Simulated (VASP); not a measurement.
# Cu (Fm-3m) in VASP: notebook

The runs below take Cu through single point, relaxation of cell and atoms, with LDA.

Everything below comes from runs of VASP 6.6.1. Logs are shortened: lines on timing, memory, paths and dates and some standing lists are left out, and cuts for length are marked.

### Step 1. The cell of the first run

The structure is cubic, space group Fm-3m (No. 225). Conventional cell: a = 3.518 Å, b = 3.518 Å, c = 3.518 Å, α = 90.00°, β = 90.00°, γ = 90.00°. Cu (site symmetry m-3m) has 12 Cu at 2.49 Å within 3.3 Å.

### Step 2. Single point, LDA

Input file INCAR:

```
SYSTEM = Cu
PREC = Accurate
ENCUT = 520
EDIFF = 1E-6
ISMEAR = -1
SIGMA = 0.1
LREAL = .False.
LASPH = .True.
NELM = 80
ALGO = Normal
ISIF = 2
LWAVE = .False.
LCHARG = .False.
NBANDS = 12
```

Input file KPOINTS:

```
Automatic mesh
0
Gamma
  15 15 15
  0 0 0
```

Input file POSCAR:

```
Cu
1.0
    0.0000000000      1.7588202536      1.7588202536
    1.7588202536      0.0000000000      1.7588202536
    1.7588202536      1.7588202536      0.0000000000
Cu
1
Direct
    0.0000000000      0.0000000000      0.0000000000
```

Potentials or basis: VASP PAW LDA potentials, release 64 (Cu).

Command:

```console
$ cat potpaw_LDA.64/Cu/POTCAR > POTCAR
$ mpirun -np 1 vasp_std > vasp.out
```

OUTCAR:

```text
SYSTEM = Cu
   PREC = Accurate
   ENCUT = 520
   EDIFF = 1E-6
   ISMEAR = -1
   LREAL = .False.
   LASPH = .True.
   NELM = 80
   ISIF = 2

 ion  position               nearest neighbor table
   1  0.000  0.000  0.000-

  LATTYP: Found a face centered cubic cell.
 ALAT       =     3.5176405072

  Lattice vectors:

 A1 = (   0.0000000000,   1.7588202536,   1.7588202536)
 A2 = (   1.7588202536,   0.0000000000,   1.7588202536)
 A3 = (   1.7588202536,   1.7588202536,   0.0000000000)

Analysis of symmetry for initial positions (statically):
=====================================================================
 Subroutine PRICEL returns:
 Original cell was already a primitive cell.

 Routine SETGRP: Setting up the symmetry group for a
 face centered cubic supercell.

 Subroutine GETGRP returns: Found 48 space group operations
 (whereof 48 operations were pure point group operations)
 out of a pool of 48 trial point group operations.

The static configuration has the point symmetry O_h .

Analysis of symmetry for dynamics (positions and initial velocities):
=====================================================================
 Subroutine PRICEL returns:
 Original cell was already a primitive cell.

 Routine SETGRP: Setting up the symmetry group for a
 face centered cubic supercell.

 Subroutine GETGRP returns: Found 48 space group operations
 (whereof 48 operations were pure point group operations)
 out of a pool of 48 trial point group operations.

The dynamic configuration has the point symmetry O_h .

 Subroutine INISYM returns: Found 48 space group operations
 (whereof 48 operations are pure point group operations),
 and found     1 'primitive' translations

----------------------------------------------------------------------------------------

                                     Primitive cell

  volume of cell :      10.8816

  direct lattice vectors                    reciprocal lattice vectors
     0.000000000  1.758820254  1.758820254    -0.284281466  0.284281466  0.284281466
     1.758820254  0.000000000  1.758820254     0.284281466 -0.284281466  0.284281466
     1.758820254  1.758820254  0.000000000     0.284281466  0.284281466 -0.284281466

  length of vectors
     2.487347456  2.487347456  2.487347456     0.492389943  0.492389943  0.492389943

  position of ions in fractional coordinates (direct lattice)
     0.000000000  0.000000000  0.000000000

  ion indices of the primitive-cell ions
   primitive index   ion index
                 1           1

----------------------------------------------------------------------------------------

 KPOINTS: Automatic mesh

Automatic generation of k-mesh.
 Grid dimensions read from file:
 generate k-points for:   15   15   15

 Generating k-lattice:

  Cartesian coordinates                     Fractional coordinates (reciprocal lattice)
    -0.018952098  0.018952098  0.018952098     0.066666667  0.000000000  0.000000000
     0.018952098 -0.018952098  0.018952098     0.000000000  0.066666667  0.000000000
     0.018952098  0.018952098 -0.018952098     0.000000000  0.000000000  0.066666667

  Length of vectors
     0.032825996  0.032825996  0.032825996

  Shift w.r.t. Gamma in fractional coordinates (k-lattice)
     0.000000000  0.000000000  0.000000000

 Subroutine IBZKPT returns following result:
 ===========================================

 Found    120 irreducible k-points:

 Following reciprocal coordinates:
            Coordinates               Weight
  0.000000  0.000000  0.000000      1.000000
  0.066667  0.000000  0.000000      8.000000
  0.133333  0.000000  0.000000      8.000000
  0.200000  0.000000  0.000000      8.000000
  0.266667  0.000000  0.000000      8.000000
  0.333333  0.000000  0.000000      8.000000
[... 16 lines left out ...]
  0.133333  0.133333  0.000000      6.000000
  0.200000  0.133333  0.000000     24.000000
 [... further k-points ...]
   k-points           NKPTS =    120   k-points in BZ     NKDIM =    120   number of bands    NBANDS=     12
   number of dos      NEDOS =    301   number of ions     NIONS =      1
   total plane-waves  NPLWV =   5832
   dimension x,y,z NGX =    18 NGY =   18 NGZ =   18
   dimension x,y,z NGXF=    36 NGYF=   36 NGZF=   36
   ions per type =               1
   NGX,Y,Z   is equivalent  to a cutoff of  12.03, 12.03, 12.03 a.u.
   NGXF,Y,Z  is equivalent  to a cutoff of  24.06, 24.06, 24.06 a.u.
 SYSTEM =  Cu
   PREC   = accura    normal or accurate (medium, high low for compatibility)
   ISTART =      0    job   : 0-new  1-cont  2-samecut
   ICHARG =      2    charge: 1-file 2-atom 10-const
   ISPIN  =      1    spin polarized calculation?
   LNONCOLLINEAR =      F non collinear calculations
   LSORBIT =      F    spin-orbit coupling
   LASPH  =      T    aspherical Exc in radial PAW
   ENCUT  =  520.0 eV  38.22 Ry    6.18 a.u.   4.62  4.62  4.62*2*pi/ulx,y,z
   NELM   =     80;   NELMIN=  2; NELMDL= -5     # of ELM steps
   EDIFF  = 0.1E-05   stopping-criterion for ELM
   LREAL  =      F    real-space projection
   EDIFFG = 0.1E-04   stopping-criterion for IOM
   NSW    =      0    number of steps for IOM
   IBRION =     -1    ionic relax: 0-MD 1-quasi-New 2-CG
   NFREE  =      0    steps in history (QN), initial steepest desc. (CG)
   ISIF   =      2    stress and relaxation
   ISYM   =      2    0-nonsym 1-usesym 2-fastsym
   POTIM  = 0.5000    time-step for ionic-motion
   TEBEG  =    0.0;   TEEND  =   0.0 temperature during run
   PSTRESS=    0.0 pullay stress
   NELECT =      11.0000    total number of electrons
   NUPDOWN=      -1.0000    fix difference up-down
   EMIN   =  10.00;   EMAX   =-10.00  energy-range for DOS
   EFERMI =   0.00;   METHOD = LEGACY
   ISMEAR =    -1;   SIGMA  =   0.10  broadening in eV -4-tet -1-fermi 0-gaus
   EFERMI_NEDOS =   21; number of points for ismear=-14 and -15
   IALGO  =     38    algorithm
   IMIX   =      4    mixing-type and parameters
     AMIX     =   0.40;   BMIX     =  1.00
     AMIX_MAG =   1.60;   BMIX_MAG =  1.00
  volume/ion in A,a.u.               =      10.88        73.43
  Fermi-wavevector in a.u.,A,eV,Ry     =   1.643013  3.104844 36.728804  2.699491
  Thomas-Fermi vector in A             =   2.733219
   LORBIT       =      0    0 simple, 1 ext, 2 COOP (PROOUT), +10 PAW based schemes
   GGA     = CA    functional components
   LHFCALC =     F    Hartree Fock is set to
   AEXX    =    0.0000 exact exchange contribution
   IVDW    =     0    specifies the selected vdW correction
   LEPSILON=     F    determine dielectric tensor
   LRPA    =     F    only Hartree local field effects (RPA)
 non-spin polarized calculation
  energy-cutoff  :      520.00
  volume of cell :       10.88
 maximum number of plane-waves:       303
   NGX =  9   NGY =  9   NGZ =  9

 number of electron      10.9999994 magnetization

 Free energy of the ion-electron system (eV)
  ---------------------------------------------------
  ext. energy  EPLUGINS =         0.00000000
  ---------------------------------------------------
  free energy    TOTEN  =        -4.71208291 eV

  energy without entropy =       -4.70262765  energy(sigma->0) =       -4.70735528

 E-fermi :   8.4959     XC(G=0): -13.5889

 val. band max:        8.4879359564   @ k =  -0.4667   0.1333   0.0667
 cond. band min:       8.6422796449   @ k =   0.4667   0.2667   0.0000
 fundamental gap:      0.1543436884
 Fermi energy:         8.4959337688

 k-point     1 :       0.0000    0.0000    0.0000
  band No.  band energies     occupation
      1      -1.5787      2.00000
      2       5.0665      2.00000
      3       5.0665      2.00000
      4       5.0665      2.00000
      5       6.0168      2.00000
      6       6.0168      2.00000
      7      31.7374      0.00000
      8      34.8619      0.00000
      9      34.8619      0.00000
     10      34.8619      0.00000
     11      37.4795      0.00000
     12      37.4795      0.00000

 k-point     2 :       0.0667    0.0000    0.0000
  band No.  band energies     occupation
      1      -1.4070      2.00000
      2       5.0273      2.00000
      3       5.1011      2.00000
      4       5.1011      2.00000
      5       6.0030      2.00000
      6       6.0030      2.00000
      7      30.8396      0.00000
      8      33.1134      0.00000
      9      34.3700      0.00000
     10      34.3700      0.00000
     11      38.1965      0.00000
     12      38.1965      0.00000

 k-point     3 :       0.1333    0.0000    0.0000
  band No.  band energies     occupation
      1      -0.9015      2.00000
      2       4.9260      2.00000
      3       5.1840      2.00000
      4       5.1840      2.00000
      5       5.9813      2.00000
      6       5.9813      2.00000
      7      27.6783      0.00000
      8      32.4903      0.00000
      9      33.5543      0.00000
     10      33.5543      0.00000
     11      39.3394      0.00000
     12      39.4981      0.00000

 k-point     4 :       0.2000    0.0000    0.0000
  band No.  band energies     occupation
      1      -0.0966      2.00000
      2       4.8135      2.00000
      3       5.2499      2.00000
      4       5.2499      2.00000
      5       6.0126      2.00000
      6       6.0126      2.00000
      7      24.1278      0.00000
      8      32.1127      0.00000
      9      32.8401      0.00000
     10      32.8401      0.00000
     11      39.3590      0.00000
     12      39.3851      0.00000

 k-point     5 :       0.2667    0.0000    0.0000
  band No.  band energies     occupation
      1       0.9196      2.00000
      2       4.7906      2.00000
      3       5.2348      2.00000
      4       5.2348      2.00000
      5       6.1503      2.00000
      6       6.1503      2.00000
      7      20.7135      0.00000
      8      31.5789      0.00000
      9      32.2986      0.00000
     10      32.2986      0.00000
     11      37.8252      0.00000
     12      37.8252      0.00000
[... 228 lines left out ...]
      1      -0.5175      2.00000
      2       4.8374      2.00000
      3       5.2419      2.00000
      4       5.2505      2.00000
      5       5.8696      2.00000
      6       6.0867      2.00000
      7      26.5957      0.00000
      8      29.5675      0.00000
      9      33.9170      0.00000
     10      35.4889      0.00000
     11      37.5428      0.00000
     12      38.4978      0.00000

 k-point    22 :      -0.0667    0.0667    0.0000
  band No.  band energies     occupation
      1      -1.1240      2.00000
      2       4.9558      2.00000
      3       5.1513      2.00000
      4       5.1670      2.00000
      5       5.9348      2.00000
      6       6.0353      2.00000
      7      29.6758      0.00000
      8      30.9231      0.00000
      9      33.7990      0.00000
     10      35.5102      0.00000
     11      37.6943      0.00000
     12      38.1896      0.00000

 k-point    23 :       0.1333    0.1333    0.0000
  band No.  band energies     occupation
      1      -0.6789      2.00000
      2       4.7898      2.00000
      3       5.2950      2.00000
      4       5.2950      2.00000
      5       5.7733      2.00000
      6       6.1186      2.00000
      7      29.9491      0.00000
      8      30.4465      0.00000
      9      30.4465      0.00000
     10      32.2105      0.00000
     11      37.6521      0.00000
     12      41.2078      0.00000

 k-point    24 :       0.2000    0.1333    0.0000
  band No.  band energies     occupation
      1      -0.0878      2.00000
      2       4.6536      2.00000
      3       5.3749      2.00000
      4       5.4057      2.00000
      5       5.7274      2.00000
      6       6.1753      2.00000
      7      26.9157      0.00000
      8      29.3253      0.00000
      9      30.2700      0.00000
     10      32.5020      0.00000
     11      35.8626      0.00000
     12      41.2864      0.00000

 [... further k-points ...]

------------------------ aborting loop because EDIFF is reached ----------------------------------------

  FORCE on cell =-STRESS in cart. coord.  units (eV):
  Direction    XX          YY          ZZ          XY          YZ          ZX
  --------------------------------------------------------------------------------------
  -------------------------------------------------------------------------------------
  Total        0.0592859      0.0592859      0.0592859      0.0000000      0.0000000      0.0000000
  in kB        8.7290629      8.7290629      8.7290629      0.0000000      0.0000000      0.0000000
  external PRESSURE =       8.7290629 kB  Pullay stress =       0.0000000 kB

 VOLUME and BASIS-vectors are now :
 -----------------------------------------------------------------------------
  energy-cutoff  :      520.00
  volume of cell :       10.88
      direct lattice vectors                 reciprocal lattice vectors
     0.000000000  1.758820254  1.758820254    -0.284281466  0.284281466  0.284281466
     1.758820254  0.000000000  1.758820254     0.284281466 -0.284281466  0.284281466
     1.758820254  1.758820254  0.000000000     0.284281466  0.284281466 -0.284281466

 POSITION                                       TOTAL-FORCE (eV/Angst)
 -----------------------------------------------------------------------------------
      0.00000      0.00000      0.00000         0.000000      0.000000      0.000000
 -----------------------------------------------------------------------------------
    total drift:                                0.000000     -0.000000     -0.000000

  FREE ENERGIE OF THE ION-ELECTRON SYSTEM (eV)
  ---------------------------------------------------
  free  energy   TOTEN  =        -4.7120829090 eV

  energy  without entropy=       -4.7026276495  energy(sigma->0) =       -4.70735528
```

Wall time 19 s (1 thread of Intel Xeon 8259CL, shared host); peak memory 0.12 GiB.

What came out:

* Free energy: -4.7121 eV
* Pressure: 0.9 GPa

Levels at points of the mesh, in eV from the Fermi level:
| k point | band 3 | band 4 | band 5 | band 6 | band 7 | band 8 | band 9 | band 10 |
| --- | --- | --- | --- | --- | --- | --- | --- | --- |
| (0.00, 0.00, 0.00) | -3.43 | -3.43 | -2.48 | -2.48 | 23.24 | 26.37 | 26.37 | 26.37 |

### Step 3. Relaxation of cell and atoms, LDA

This run uses another cell than the first one, of 11.81 Å³/atom, 1.085 times its volume.

Input file INCAR:

```
SYSTEM = Cu
PREC = Accurate
ENCUT = 600
EDIFF = 1E-6
ISMEAR = -1
SIGMA = 0.1
LREAL = .FALSE.
LASPH = .TRUE.
NELM = 100
ALGO = Normal
ISIF = 3
LWAVE = .FALSE.
LCHARG = .FALSE.
GGA = CA
IBRION = 2
NSW = 80
EDIFFG = -0.01
```

Input file KPOINTS:

```
regular mesh
0
G
  15 15 15
  0 0 0
```

Input file POSCAR:

```
Cu
1.0
    0.0000000000      1.8074800000      1.8074800000
    1.8074800000      0.0000000000      1.8074800000
    1.8074800000      1.8074800000      0.0000000000
Cu
1
Direct
    0.0000000000      0.0000000000      0.0000000000
```

Potentials or basis: VASP PAW LDA potentials, release 64 (Cu).

Command:

```console
$ cat potpaw_LDA.64/Cu/POTCAR > POTCAR
$ mpirun -np 1 vasp_std > vasp.out
```

Wall time 44 s (1 thread of Intel Xeon 8259CL, shared host); peak memory 0.14 GiB.

The run converged. Its results:

| Property | Result |
| --- | --- |
| Free energy | -4.7127 eV |
| Relaxed volume | 10.94 Å³/atom |
| Relaxed cell | a = 2.491 Å, b = 2.491 Å, c = 2.491 Å, α = 60.00°, β = 60.00°, γ = 60.00° |
| Space group after relaxing (to 0.05 Å) | Fm-3m (No. 225) |
| Energy gained by relaxing | 34.8 meV/atom |
| Ionic steps | 3 |
| Pressure after relaxing | -0.1 GPa |

The path:
```csv
step,energy change (eV),largest force (eV/Å),pressure (GPa),volume (Å³)
1,0.0000,0.0000,-11.74,11.81
2,-0.0178,0.0000,10.60,10.39
3,-0.0348,0.0000,-0.08,10.94
```

Final structure:
```
Cu
1.0
     0.00000    1.76174    1.76174
     1.76174    0.00000    1.76174
     1.76174    1.76174    0.00000
Cu
1
Direct
  0.00000 0.00000 0.00000
```

Levels at points of the mesh, in eV from the Fermi level:
```tsv
k point	band 2	band 3	band 4	band 5	band 6	band 7	band 8	band 9
(0.00, 0.00, 0.00)	-3.41	-3.41	-3.41	-2.47	-2.47	23.20	26.29	26.29
```

LDA usually gives volumes a few per cent too small. Zero-point motion and thermal expansion aren't in these numbers.

### Step 4. Single point, LDA (volume scaled by 0.88)

Input file INCAR:

```
SYSTEM = Cu
PREC = Accurate
ENCUT = 520
EDIFF = 1E-6
ISMEAR = -1
SIGMA = 0.1
LREAL = .False.
LASPH = .True.
NELM = 60
ALGO = Normal
ISIF = 2
LWAVE = .False.
LCHARG = .True.
LELF = .True.
LVHAR = .True.
NBANDS = 12
```

Input file KPOINTS:

```
Automatic mesh
0
Gamma
  25 25 25
  0 0 0
```

Input file POSCAR:

```
Cu
1.0
    0.0000000000      1.6854492576      1.6854492576
    1.6854492576      0.0000000000      1.6854492576
    1.6854492576      1.6854492576      0.0000000000
Cu
1
Direct
    0.0000000000      0.0000000000      0.0000000000
```

Command:

```console
$ cat potpaw_LDA.64/Cu/POTCAR > POTCAR
$ mpirun -np 1 vasp_std > vasp.out
```

Run time: 76 s. Hardware: 1 thread of Intel Xeon 8259CL, shared host; peak memory 0.16 GiB.

The run converged. Its results:

* Free energy: -4.5836 eV
* Pressure: 34.3 GPa

Levels at points of the mesh, in eV from the Fermi level:
```tsv
k point	band 4	band 5	band 6	band 7	band 8	band 9
(0.00, 0.00, 0.00)	-3.90	-2.74	-2.74	24.21	28.41	28.41
```

Caveat: the cell differs from its parent crystal (volume scaled by 0.88).

[end of part 1 of 2]
